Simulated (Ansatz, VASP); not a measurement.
**MnS in VASP and in Ansatz**

The input INCAR:

```
SYSTEM = MnS
ALGO     = Normal         ! electronic algorithm
EDIFF    = 1E-6           ! SCF threshold, eV
ENCUT    = 520            ! plane-wave cutoff, eV
ISIF     = 2              ! what is computed and relaxed
ISMEAR   = 0              ! smearing method
ISPIN    = 2              ! spin polarisation
LASPH    = .True.         ! aspherical terms in the spheres
LCHARG   = .False.        ! write CHGCAR
LDAU     = .True.         ! DFT+U
LDAUJ    = 0 0          
LDAUL    = 2 -1           ! shell
LDAUPRINT= 1            
LDAUTYPE = 2            
LDAUU    = 4 0            ! U, eV
LMAXMIX  = 4              ! l up to which the mixer works
LORBIT   = 11             ! projections on sites
LREAL    = .False.        ! projectors in reciprocal space
LWAVE    = .False.        ! write WAVECAR
MAGMOM   = 2.8 0          ! initial moments
NBANDS   = 20             ! bands
NELM     = 150            ! most SCF steps
PREC     = Accurate       ! precision mode
SIGMA    = 0.05           ! smearing width, eV
```

KPOINTS

```
k-points
0
Gamma
  10 10 10
  0 0 0
```

POSCAR

```
MnS
1.0
    3.0990400000      0.0000000000      0.0000000000
    0.0000000000      3.0990400000      0.0000000000
    0.0000000000      0.0000000000      3.0990400000
Mn S
1 1
Direct
    0.5000000000      0.5000000000      0.5000000000
    0.0000000000      0.0000000000      0.0000000000
```

Input for Ansatz:

```yaml
crystal:
  lattice:
    - [3.09904, 0.0, 0.0]
    - [0.0, 3.09904, 0.0]
    - [0.0, 0.0, 3.09904]
  atoms:
    - { symbol: Mn, position: [0.5, 0.5, 0.5], spin: 2.8 }
    - { symbol: S, position: [0.0, 0.0, 0.0], spin: 0.0 }
basis:
  ecutwfc: 517.016338673772
kpoints:
  mp_grid:
    grid: [10, 10, 10]
hamiltonian:
  xc: lda
  hubbard:
    - { species: Mn, l: d, u_eff: 4.0 }
magnetization:
  spin_polarized: true
scf:
  convergence:
    dr2_threshold: 1.0e-10
  occupations:
    method: gaussian
    width: 0.05
output:
  eigenvalues: true
```

Alike in both runs: task single point; functional LDA; k mesh 10 × 10 × 10; occupations gaussian, width 0.05 eV; collinear spin; Hubbard terms Mn d U = 4.0 eV.

|  | VASP | Ansatz |
| --- | --- | --- |
| version | VASP 6.6.1 | Ansatz 0.2.0 |
| potentials or method | VASP PAW LDA potentials, release 64 (Mn_pv, S), cutoff 520 eV | plane waves, PAW |
| valence electrons in the cell | 19 | 21 |

Ansatz gave:

| Item | Value |
| --- | --- |
| gap on the k mesh at the Fermi level (eV) | none |
| net moment per atom (μB) | 2.39 |
| size of the moment on the site where the two differ most (μB) | 0.13 |

Q: Estimate VASP's values.

A: gap on the k mesh at the Fermi level (eV): none; net moment per atom (μB): 2.37; size of the moment on the site where the two differ most (μB): 0.09.

LDA's correlation is that of Perdew and Zunger in VASP and of Perdew and Wang (1992) in Ansatz. Site moments also hang on the region over which each program counts them. The programs project onto different local orbitals, so the same U acts differently, and such runs can settle in different states. A gap of «none» marks a metal or a gap that the smearing closes. VASP's potentials hold 19 valence electrons a cell and Ansatz's 21, so a difference there can come from the potentials and not from the codes. Ansatz's warnings: filled band counts differ across k points.
